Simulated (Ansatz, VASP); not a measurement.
## One calculation of Mo, two programs

The input POSCAR:

```
Mo
1.0
   -1.5764210372      1.5764210372      1.5764210372
    1.5764210372     -1.5764210372      1.5764210372
    1.5764210372      1.5764210372     -1.5764210372
Mo
1
Direct
    0.0000000000      0.0000000000      0.0000000000
```

INCAR.step1

```
SYSTEM = Mo
PREC = Accurate
ENCUT = 520
ISMEAR = 0
SIGMA = 0.3
LREAL = .False.
LASPH = .True.
NELM = 100
NBANDS = 13
GGA = PE
ALGO = Normal
EDIFF = 1E-4
LWAVE = .True.
LCHARG = .False.
```

Contents of INCAR.step2:

```
SYSTEM = Mo
PREC = Accurate
ENCUT = 520
EDIFF = 1E-6
ISMEAR = 0
SIGMA = 0.3
LREAL = .False.
LASPH = .True.
NELM = 100
ALGO = Normal
ISIF = 2
LWAVE = .False.
LCHARG = .False.
METAGGA = R2SCAN
LMIXTAU = .True.
NBANDS = 13
ISTART = 1
```

KPOINTS

```
Automatic mesh
0
Gamma
  14 14 14
  0 0 0
```

Input for Ansatz:

```yaml
crystal:
  lattice:
    - [-1.5764210372, 1.5764210372, 1.5764210372]
    - [1.5764210372, -1.5764210372, 1.5764210372]
    - [1.5764210372, 1.5764210372, -1.5764210372]
  atoms:
    - { symbol: Mo, position: [0.0, 0.0, 0.0] }
hamiltonian:
  xc: r2scan
  pseudopotentials:
    kind: paw
    azcp:
      Mo: "pseudopotentials/Mo.paw.azcp"
basis:
  ecutwfc: 500
  fft_grid_basis: typed
kpoints:
  mp_grid: { grid: [14, 14, 14], shift: [0, 0, 0] }
magnetization:
  spin_polarized: false
scf:
  occupations: { method: gaussian, width: 0.3 }
  lower_state_search: "off"
output:
  stress: true
```

Alike in both runs: task single point; functional r2SCAN; k mesh 14 × 14 × 14; occupations gaussian, width 0.3 eV; no spin polarisation.

|  | VASP | Ansatz |
| --- | --- | --- |
| version | VASP 6.6.1 | Ansatz 0.2.0 |
| potentials or method | VASP PAW PBE potentials, release 64 (Mo_sv), cutoff 520 eV | plane waves (500 eV) with PAW, scalar-relativistic |
| valence electrons in the cell | 14 | 14 |

|  | VASP | Ansatz | Ansatz less VASP |
| --- | --- | --- | --- |
| pressure (GPa) | 1.0 | -0.1 | -1.14 |

VASP's potentials were made for PBE, not for r2SCAN. The functional is the same, so the differences come from potentials, cutoffs and numerics.
